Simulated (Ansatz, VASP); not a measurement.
# One calculation of BN, two programs

The input INCAR:

```
  PREC = Accurate
  ENCUT = 520
  EDIFF = 1E-6
  ISMEAR = 0
  SIGMA = 0.05
  LREAL = False
  LASPH = True
  NELM = 80
  ALGO = Normal
  ISIF = 2
  LWAVE = False
  LCHARG = True
  GGA = PS
  LELF = True
  LVHAR = True
  NBANDS = 11
```

The input KPOINTS:

```
regular mesh
0
Gamma
  12 12 12
```

The input POSCAR:

```
BN
1.0
    0.0000000000      3.4953158300      2.1660912400
    1.2516321000      0.0000000000      2.1660912400
    1.2516321000      3.4953158300      0.0000000000
B N
1 1
Direct
   -0.0172636401     -0.0172636401      1.0172636401
    0.6666513400      0.6666513400      0.3333486600
```

Input for Ansatz:

```yaml
crystal:
  lattice:
    - [0.0, 3.49531583, 2.16609124]
    - [1.2516321, 0.0, 2.16609124]
    - [1.2516321, 3.49531583, 0.0]
  atoms:
    - { symbol: B, position: [-0.0172636401, -0.0172636401, 1.0172636401] }
    - { symbol: "N", position: [0.66665134, 0.66665134, 0.33334866] }
basis:
  ecutwfc: 420
kpoints:
  mp_grid: { grid: [12, 12, 12] }
hamiltonian:
  xc: pbesol
scf:
  occupations: { method: gaussian, width: 0.05 }
output:
  forces: true
  stress: true
  eigenvalues: true
```

Change from the starting cell: all B atoms moved -0.075 Å, as atom 1 along Cartesian [0 0 1].

Alike in both runs: task single point; functional PBEsol; k mesh 12 × 12 × 12; occupations gaussian, width 0.05 eV; no spin polarisation.

|  | VASP | Ansatz |
| --- | --- | --- |
| version | VASP 6.6.1 | Ansatz 0.2.0 |
| potentials or method | VASP PAW PBE potentials, release 64 (B, N), cutoff 520 eV | scalar-relativistic, plane waves, PAW |
| valence electrons in the cell | 8 | 8 |

|  | VASP | Ansatz | Ansatz less VASP |
| --- | --- | --- | --- |
| gap on the k mesh at the Fermi level (eV) | 3.27 | 3.28 | +0.010 |
| least direct gap on the mesh (eV) | 4.36 | 4.37 | +0.008 |
| pressure (GPa) | 3.1 | 2.8 | -0.26 |
| traceless stress, the component that is largest in VASP (GPa) | 11.00 | 10.74 | -0.266 |
| rms of the force components (eV/Å) | 2.045 | 2.047 | +0.0014 |

VASP's potentials were made for PBE, not for PBEsol. Atom by atom the forces differ by 0.001 eV/Å (rms over components). The functional is the same, so the differences come from potentials, cutoffs and numerics.
